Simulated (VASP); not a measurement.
# TaN (Fm-3m) in VASP: settings compared

Aim: see how the results for TaN move with the level of theory and the settings. Levels: PBE-based global hybrid with 35 % exact exchange, PBE-based global hybrid with 50 % exact exchange. Tasks: single point.

Program: VASP 6.6.1. These are calculated values, not measurements. Logs are shortened: lines on timing, memory, paths and dates and some standing lists are left out, and cuts for length are marked.

## (1) The cell of the first run

Symmetry: Fm-3m, No. 225, cubic system. The conventional cell has a = 4.358 Å, b = 4.358 Å, c = 4.358 Å, α = 90.00°, β = 90.00°, γ = 90.00°. Ta (site symmetry m-3m) has 6 N at 2.18 Å within 2.9 Å. N (site symmetry m-3m) has 6 Ta at 2.18 Å within 2.9 Å.

## (2) Single point, PBE-based global hybrid with 35 % exact exchange

POSCAR reads:

```
TaN
1.0
    0.0000000000      2.1790013100      2.1790013100
    2.1790013100      0.0000000000      2.1790013100
    2.1790013100      2.1790013100      0.0000000000
Ta N
1 1
Direct
    0.5000000000      0.5000000000      0.5000000000
    0.0000000000      0.0000000000      0.0000000000
```

INCAR.step1 reads:

```
SYSTEM = TaN
ALGO     = Normal         ! electronic algorithm
EDIFF    = 1E-5           ! SCF threshold, eV
ENCUT    = 520            ! plane-wave cutoff, eV
GGA      = PE             ! functional
ISIF     = 2              ! what is computed and relaxed
ISMEAR   = -1             ! smearing method
LASPH    = .True.         ! aspherical terms in the spheres
LCHARG   = .False.        ! write CHGCAR
LREAL    = .False.        ! projectors in reciprocal space
LWAVE    = .True.         ! write WAVECAR
NBANDS   = 15             ! bands
NELM     = 60             ! most SCF steps
PREC     = Accurate       ! precision mode
SIGMA    = 0.05           ! smearing width, eV
```

INCAR.step2 reads:

```
SYSTEM = TaN
AEXX     = 0.35           ! exact-exchange fraction
ALGO     = Normal         ! electronic algorithm
EDIFF    = 1E-6           ! SCF threshold, eV
ENCUT    = 520            ! plane-wave cutoff, eV
GGA      = PE             ! functional
ISIF     = 2              ! what is computed and relaxed
ISMEAR   = -1             ! smearing method
ISTART   = 1            
LASPH    = .True.         ! aspherical terms in the spheres
LCHARG   = .False.        ! write CHGCAR
LHFCALC  = .True.         ! exact exchange
LREAL    = .False.        ! projectors in reciprocal space
LWAVE    = .False.        ! write WAVECAR
NBANDS   = 15             ! bands
NELM     = 60             ! most SCF steps
PREC     = Accurate       ! precision mode
PRECFOCK = Normal       
SIGMA    = 0.05           ! smearing width, eV
```

KPOINTS reads:

```
k-points
0
Gamma
  6 6 6
  0 0 0
```

Potentials or basis: VASP PAW PBE potentials, release 64 (Ta_pv, N).

Run with:

```
> cat potpaw_PBE.64/Ta_pv/POTCAR potpaw_PBE.64/N/POTCAR > POTCAR
> cp INCAR.step1 INCAR
> mpirun -np 1 vasp_std > vasp.out
> cp INCAR.step2 INCAR
> mpirun -np 1 vasp_std > vasp.out
```

OUTCAR:

```text
SYSTEM = TaN
   AEXX = 0.35
   EDIFF = 1E-6
   ENCUT = 520
   GGA = PE
   ISIF = 2
   ISMEAR = -1
   ISTART = 1
   LASPH = .True.
   LHFCALC = .True.
   LREAL = .False.
   NELM = 60
   PREC = Accurate
   PRECFOCK = Normal

 ion  position               nearest neighbor table
   1  0.500  0.500  0.500-   2 2.18   2 2.18   2 2.18   2 2.18   2 2.18   2 2.18
   2  0.000  0.000  0.000-   1 2.18   1 2.18   1 2.18   1 2.18   1 2.18   1 2.18

  LATTYP: Found a face centered cubic cell.
 ALAT       =     4.3580026200

  Lattice vectors:

 A1 = (   0.0000000000,   2.1790013100,   2.1790013100)
 A2 = (   2.1790013100,   0.0000000000,   2.1790013100)
 A3 = (   2.1790013100,   2.1790013100,   0.0000000000)

Analysis of symmetry for initial positions (statically):
=====================================================================
 Subroutine PRICEL returns:
 Original cell was already a primitive cell.

 Routine SETGRP: Setting up the symmetry group for a
 face centered cubic supercell.

 Subroutine GETGRP returns: Found 48 space group operations
 (whereof 48 operations were pure point group operations)
 out of a pool of 48 trial point group operations.

The static configuration has the point symmetry O_h .

Analysis of symmetry for dynamics (positions and initial velocities):
=====================================================================
 Subroutine PRICEL returns:
 Original cell was already a primitive cell.

 Routine SETGRP: Setting up the symmetry group for a
 face centered cubic supercell.

 Subroutine GETGRP returns: Found 48 space group operations
 (whereof 48 operations were pure point group operations)
 out of a pool of 48 trial point group operations.

The dynamic configuration has the point symmetry O_h .

 Subroutine INISYM returns: Found 48 space group operations
 (whereof 48 operations are pure point group operations),
 and found     1 'primitive' translations

----------------------------------------------------------------------------------------

                                     Primitive cell

  volume of cell :      20.6920

  direct lattice vectors                    reciprocal lattice vectors
     0.000000000  2.179001310  2.179001310    -0.229462918  0.229462918  0.229462918
     2.179001310  0.000000000  2.179001310     0.229462918 -0.229462918  0.229462918
     2.179001310  2.179001310  0.000000000     0.229462918  0.229462918 -0.229462918

  length of vectors
     3.081573205  3.081573205  3.081573205     0.397441433  0.397441433  0.397441433

  position of ions in fractional coordinates (direct lattice)
     0.500000000  0.500000000  0.500000000
     0.000000000  0.000000000  0.000000000

  ion indices of the primitive-cell ions
   primitive index   ion index
                 1           1
                 2           2

----------------------------------------------------------------------------------------

 KPOINTS: k-points

Automatic generation of k-mesh.
 Grid dimensions read from file:
 generate k-points for:    6    6    6

 Generating k-lattice:

  Cartesian coordinates                     Fractional coordinates (reciprocal lattice)
    -0.038243820  0.038243820  0.038243820     0.166666667  0.000000000  0.000000000
     0.038243820 -0.038243820  0.038243820     0.000000000  0.166666667  0.000000000
     0.038243820  0.038243820 -0.038243820     0.000000000  0.000000000  0.166666667

  Length of vectors
     0.066240239  0.066240239  0.066240239

  Shift w.r.t. Gamma in fractional coordinates (k-lattice)
     0.000000000  0.000000000  0.000000000

 Subroutine IBZKPT returns following result:
 ===========================================

 Found     16 irreducible k-points:

 Following reciprocal coordinates:
            Coordinates               Weight
  0.000000  0.000000  0.000000      1.000000
  0.166667  0.000000  0.000000      8.000000
  0.333333  0.000000  0.000000      8.000000
  0.500000  0.000000  0.000000      4.000000
  0.166667  0.166667  0.000000      6.000000
  0.333333  0.166667  0.000000     24.000000
[... 8 lines left out ...]
 -0.333333  0.333333  0.166667     24.000000
 -0.333333  0.500000  0.166667     12.000000
   k-points           NKPTS =     16   k-points in BZ     NKDIM =    216   number of bands    NBANDS=     15
   number of dos      NEDOS =    301   number of ions     NIONS =      2
   total plane-waves  NPLWV =  13824
   dimension x,y,z NGX =    24 NGY =   24 NGZ =   24
   dimension x,y,z NGXF=    48 NGYF=   48 NGZF=   48
   ions per type =               1   1
   NGX,Y,Z   is equivalent  to a cutoff of  12.95, 12.95, 12.95 a.u.
   NGXF,Y,Z  is equivalent  to a cutoff of  25.90, 25.90, 25.90 a.u.
 SYSTEM =  TaN
   PREC   = accura    normal or accurate (medium, high low for compatibility)
   ISTART =      1    job   : 0-new  1-cont  2-samecut
   ICHARG =      0    charge: 1-file 2-atom 10-const
   ISPIN  =      1    spin polarized calculation?
   LNONCOLLINEAR =      F non collinear calculations
   LSORBIT =      F    spin-orbit coupling
   LASPH  =      T    aspherical Exc in radial PAW
   ENCUT  =  520.0 eV  38.22 Ry    6.18 a.u.   5.73  5.73  5.73*2*pi/ulx,y,z
   NELM   =     60;   NELMIN=  2; NELMDL=  0     # of ELM steps
   EDIFF  = 0.1E-05   stopping-criterion for ELM
   LREAL  =      F    real-space projection
   EDIFFG = 0.1E-04   stopping-criterion for IOM
   NSW    =      0    number of steps for IOM
   IBRION =     -1    ionic relax: 0-MD 1-quasi-New 2-CG
   NFREE  =      0    steps in history (QN), initial steepest desc. (CG)
   ISIF   =      2    stress and relaxation
   ISYM   =      3    0-nonsym 1-usesym 2-fastsym
   POTIM  = 0.5000    time-step for ionic-motion
   TEBEG  =    0.0;   TEEND  =   0.0 temperature during run
   PSTRESS=    0.0 pullay stress
   NELECT =      16.0000    total number of electrons
   NUPDOWN=      -1.0000    fix difference up-down
   EMIN   =  10.00;   EMAX   =-10.00  energy-range for DOS
   EFERMI =   0.00;   METHOD = LEGACY
   ISMEAR =    -1;   SIGMA  =   0.05  broadening in eV -4-tet -1-fermi 0-gaus
   EFERMI_NEDOS =   21; number of points for ismear=-14 and -15
   IALGO  =     38    algorithm
   IMIX   =      1    mixing-type and parameters
     AMIX     =   0.40;   BMIX     =  1.00
     AMIX_MAG =   1.60;   BMIX_MAG =  1.00
  volume/ion in A,a.u.               =      10.35        69.82
  Fermi-wavevector in a.u.,A,eV,Ry     =   1.502614  2.839528 30.719885  2.257848
  Thomas-Fermi vector in A             =   2.613831
   LORBIT       =      0    0 simple, 1 ext, 2 COOP (PROOUT), +10 PAW based schemes
   GGA     = PE    functional components
   LHFCALC =     T    Hartree Fock is set to
   PRECFOCK=normal    Normal, Fast or Accurate (Low or Medium for compatibility)
   ENCUT4O =  -1.0   cutoff for four orbital integrals eV
   NKREDX  =     1    reduce k-point grid by
   NKREDY  =     1    reduce k-point grid by
   NKREDZ  =     1    reduce k-point grid by
   AEXX    =    0.3500 exact exchange contribution
   HFSCREEN=    0.0000 screening length (either q_TF or 0.3 A-1)
   HFSCREENC=   0.0000 screening length for correlation (either q_TF or 0.3 A-1)
   ENCUTFOCK=  -1.0 apply spherical cutoff to Coloumb kernel
   IVDW    =     0    specifies the selected vdW correction
   LEPSILON=     F    determine dielectric tensor
   LRPA    =     F    only Hartree local field effects (RPA)
 non-spin polarized calculation
  energy-cutoff  :      520.00
  volume of cell :       20.69
 maximum number of plane-waves:       568
  NGX = 18; NGY = 18; NGZ = 18

 number of electron      16.0000000 magnetization

 Free energy of the ion-electron system (eV)
  ---------------------------------------------------
  ext. energy  EPLUGINS =         0.00000000
  ---------------------------------------------------
  free energy    TOTEN  =       -29.44140216 eV

  energy without entropy =      -29.43931039  energy(sigma->0) =      -29.44035628

 E-fermi :   9.9347     XC(G=0):  -9.4909

 val. band max:        9.8797353994   @ k =   0.3333   0.0000   0.0000
 cond. band min:      10.5041487951   @ k =   0.1667   0.1667   0.0000
 fundamental gap:      0.6244133958
 Fermi energy:         9.9347132268

 k-point     1 :       0.0000    0.0000    0.0000
  band No.  band energies     occupation
      1     -30.1116      2.00000
      2     -30.1116      2.00000
      3     -30.1116      2.00000
      4     -13.1026      2.00000
      5       4.3902      2.00000
      6       4.3902      2.00000
      7       4.3902      2.00000
      8       6.7849      2.00000
      9       6.7849      2.00000
     10       6.7849      2.00000
     11      11.0240      0.00000
     12      11.0240      0.00000
     13      13.0027      0.00000
     14      20.4881      0.00000
     15      25.4106      0.00000

 k-point     2 :       0.1667    0.0000    0.0000
  band No.  band energies     occupation
      1     -30.4226      2.00000
      2     -30.1349      2.00000
      3     -30.1349      2.00000
      4     -12.3414      2.00000
      5       1.6765      2.00000
      6       2.6129      2.00000
      7       2.6129      2.00000
      8       7.8626      2.00000
      9       7.9901      2.00000
     10       7.9901      2.00000
     11      13.4491      0.00000
     12      13.4491      0.00000
     13      14.7930      0.00000
     14      22.6488      0.00000
     15      25.4107      0.00000

 k-point     3 :       0.3333    0.0000    0.0000
  band No.  band energies     occupation
      1     -30.9975      2.00000
      2     -30.1828      2.00000
      3     -30.1828      2.00000
      4     -10.6311      2.00000
      5      -1.7160      2.00000
      6       0.6502      2.00000
      7       0.6502      2.00000
      8       9.8797      1.50035
      9      11.2481      0.00000
     10      11.2481      0.00000
     11      16.6541      0.00000
     12      17.4566      0.00000
     13      17.4566      0.00000
     14      24.1847      0.00000
     15      25.4117      0.00000
[... 199 lines left out ...]
 k-point    15 :      -0.3333    0.3333    0.1667
  band No.  band energies     occupation
      1     -30.9657      2.00000
      2     -30.6498      2.00000
      3     -30.3817      2.00000
      4     -10.5946      2.00000
      5      -1.0694      2.00000
      6       0.7062      2.00000
      7       0.8719      2.00000
      8       9.4563      1.99986
      9      10.5421      0.00001
     10      14.3819      0.00000
     11      16.4487      0.00000
     12      17.3425      0.00000
     13      21.8100      0.00000
     14      22.5468      0.00000
     15      25.4112      0.00000

 k-point    16 :      -0.3333    0.5000    0.1667
  band No.  band energies     occupation
      1     -30.9380      2.00000
      2     -30.6408      2.00000
      3     -30.5097      2.00000
      4     -11.1274      2.00000
      5       0.7934      2.00000
      6       0.8583      2.00000
      7       1.1170      2.00000
      8       6.7758      2.00000
      9      12.4887      0.00000
     10      14.9958      0.00000
     11      15.1976      0.00000
     12      16.6331      0.00000
     13      20.8798      0.00000
     14      22.5233      0.00000
     15      25.4117      0.00000

------------------------ aborting loop because EDIFF is reached ----------------------------------------

  FORCE on cell =-STRESS in cart. coord.  units (eV):
  Direction    XX          YY          ZZ          XY          YZ          ZX
  --------------------------------------------------------------------------------------
  -------------------------------------------------------------------------------------
  Total        0.2982386      0.2982386      0.2982386      0.0000000      0.0000000      0.0000000
  in kB       23.0925548     23.0925548     23.0925548      0.0000000      0.0000000      0.0000000
  external PRESSURE =      23.0925548 kB  Pullay stress =       0.0000000 kB

 VOLUME and BASIS-vectors are now :
 -----------------------------------------------------------------------------
  energy-cutoff  :      520.00
  volume of cell :       20.69
      direct lattice vectors                 reciprocal lattice vectors
     0.000000000  2.179001310  2.179001310    -0.229462918  0.229462918  0.229462918
     2.179001310  0.000000000  2.179001310     0.229462918 -0.229462918  0.229462918
     2.179001310  2.179001310  0.000000000     0.229462918  0.229462918 -0.229462918

 POSITION                                       TOTAL-FORCE (eV/Angst)
 -----------------------------------------------------------------------------------
      2.17900      2.17900      2.17900        -0.000000     -0.000000     -0.000000
      0.00000      0.00000      0.00000         0.000000      0.000000      0.000000
 -----------------------------------------------------------------------------------
    total drift:                               -0.000000     -0.000001      0.000001

  FREE ENERGIE OF THE ION-ELECTRON SYSTEM (eV)
  ---------------------------------------------------
  free  energy   TOTEN  =       -29.4414021614 eV

  energy  without entropy=      -29.4393103902  energy(sigma->0) =      -29.44035628
```

Run time: 25 min. Hardware: 1 thread of Intel Xeon 8259CL, shared host; peak memory 0.16 GiB.

Results:

| Property | Result |
| --- | --- |
| Free energy | -29.4414 eV |
| Pressure | 2.3 GPa |
| Band gap on the k mesh | zero (bands 8 and 9 overlap by 6.16 eV) |

Caveat: the k points lie up to 0.42 Å⁻¹ apart, too coarse for converged energies and pressures of a metal; the PAW data sets were made with another functional, which shifts forces and pressure a little; spin-orbit coupling is left out, which moves the levels of the heavy elements.

## (3) Single point, PBE-based global hybrid with 50 % exact exchange

POSCAR is that of step 2.

INCAR.step1 reads:

```
  ALGO = Normal
  EDIFF = 1E-5
  ENCUT = 520
  GGA = PE
  ISIF = 2
  ISMEAR = -1
  LASPH = True
  LREAL = False
  LWAVE = True
  NBANDS = 15
  NELM = 60
  PREC = Accurate
  SIGMA = 0.05
```

INCAR.step2 reads:

```
  AEXX = 0.5
  ALGO = Normal
  EDIFF = 1E-7
  ENCUT = 520
  GGA = PE
  ISIF = 2
  ISMEAR = -1
  ISTART = 1
  LASPH = True
  LCHARG = True
  LELF = True
  LHFCALC = True
  LREAL = False
  LVHAR = True
  LWAVE = False
  NBANDS = 15
  NELM = 60
  PREC = Accurate
  PRECFOCK = Normal
  SIGMA = 0.05
```

KPOINTS reads:

```
k-points
0
Gamma
  6 6 6
```

Potentials or basis: VASP PAW PBE potentials, release 64 (Ta_pv, N).

Run with:

```
> cat potpaw_PBE.64/Ta_pv/POTCAR potpaw_PBE.64/N/POTCAR > POTCAR
> cp INCAR.step1 INCAR
> mpirun -np 1 vasp_std > vasp.out
> cp INCAR.step2 INCAR
> mpirun -np 1 vasp_std > vasp.out
```

OUTCAR:

```text
AEXX = 0.5
   EDIFF = 1E-7
   ENCUT = 520
   GGA = PE
   ISIF = 2
   ISMEAR = -1
   ISTART = 1
   LASPH = True
   LHFCALC = True
   LREAL = False
   NELM = 60
   PREC = Accurate
   PRECFOCK = Normal

 ion  position               nearest neighbor table
   1  0.500  0.500  0.500-   2 2.18   2 2.18   2 2.18   2 2.18   2 2.18   2 2.18
   2  0.000  0.000  0.000-   1 2.18   1 2.18   1 2.18   1 2.18   1 2.18   1 2.18

  LATTYP: Found a face centered cubic cell.
 ALAT       =     4.3580026200

  Lattice vectors:

 A1 = (   0.0000000000,   2.1790013100,   2.1790013100)
 A2 = (   2.1790013100,   0.0000000000,   2.1790013100)
 A3 = (   2.1790013100,   2.1790013100,   0.0000000000)

Analysis of symmetry for initial positions (statically):
=====================================================================
 Subroutine PRICEL returns:
 Original cell was already a primitive cell.

 Routine SETGRP: Setting up the symmetry group for a
 face centered cubic supercell.

 Subroutine GETGRP returns: Found 48 space group operations
 (whereof 48 operations were pure point group operations)
 out of a pool of 48 trial point group operations.

The static configuration has the point symmetry O_h .

[... 174 lines left out ...]
      8       6.4186      2.00000
      9       6.4186      2.00000
     10       6.4186      2.00000
     11      11.5348      0.00000
     12      11.5348      0.00000
     13      13.6103      0.00000
     14      21.0033      0.00000
[... 257 lines left out ...]
      2     -32.4788      2.00000
      3     -32.3360      2.00000
      4     -12.7170      2.00000
      5      -0.1068      2.00000
      6      -0.0815      2.00000
      7       0.2237      2.00000
      8       6.3467      2.00000
      9      12.9012      0.00000
     10      15.6278      0.00000
     11      15.8864      0.00000
     12      17.3858      0.00000
     13      21.7438      0.00000
     14      23.3738      0.00000
     15      26.7514      0.00000

------------------------ aborting loop because EDIFF is reached ----------------------------------------

  FORCE on cell =-STRESS in cart. coord.  units (eV):
  Direction    XX          YY          ZZ          XY          YZ          ZX
  --------------------------------------------------------------------------------------
  -------------------------------------------------------------------------------------
  Total       -0.4251932     -0.4251932     -0.4251932     -0.0000000     -0.0000000      0.0000000
  in kB      -32.9226252    -32.9226252    -32.9226252     -0.0000000     -0.0000000      0.0000000
  external PRESSURE =     -32.9226252 kB  Pullay stress =       0.0000000 kB

 VOLUME and BASIS-vectors are now :
 -----------------------------------------------------------------------------
  energy-cutoff  :      520.00
  volume of cell :       20.69
      direct lattice vectors                 reciprocal lattice vectors
     0.000000000  2.179001310  2.179001310    -0.229462918  0.229462918  0.229462918
     2.179001310  0.000000000  2.179001310     0.229462918 -0.229462918  0.229462918
     2.179001310  2.179001310  0.000000000     0.229462918  0.229462918 -0.229462918

 POSITION                                       TOTAL-FORCE (eV/Angst)
 -----------------------------------------------------------------------------------
      2.17900      2.17900      2.17900        -0.000000     -0.000000      0.000000
      0.00000      0.00000      0.00000         0.000000      0.000000      0.000000
 -----------------------------------------------------------------------------------
    total drift:                               -0.000000     -0.000001      0.000001

  FREE ENERGIE OF THE ION-ELECTRON SYSTEM (eV)
  ---------------------------------------------------
  free  energy   TOTEN  =       -32.8043195106 eV

  energy  without entropy=      -32.8022358158  energy(sigma->0) =      -32.80327766
```

Wall time 30 min (1 thread of Intel Xeon 8259CL, shared host); peak memory 0.16 GiB.

What came out:

| Property | Result |
| --- | --- |
| Free energy | -32.8043 eV |
| Pressure | -3.3 GPa |
| Band gap on the k mesh | zero (bands 8 and 9 overlap by 7.01 eV) |

Caveat: the k points lie up to 0.42 Å⁻¹ apart, too coarse for converged energies and pressures of a metal; the PAW data sets were made with another functional, which shifts forces and pressure a little; spin-orbit coupling is left out, which moves the levels of the heavy elements.

The gap in the log of VASP goes by the Fermi energy; the results here count the filled bands.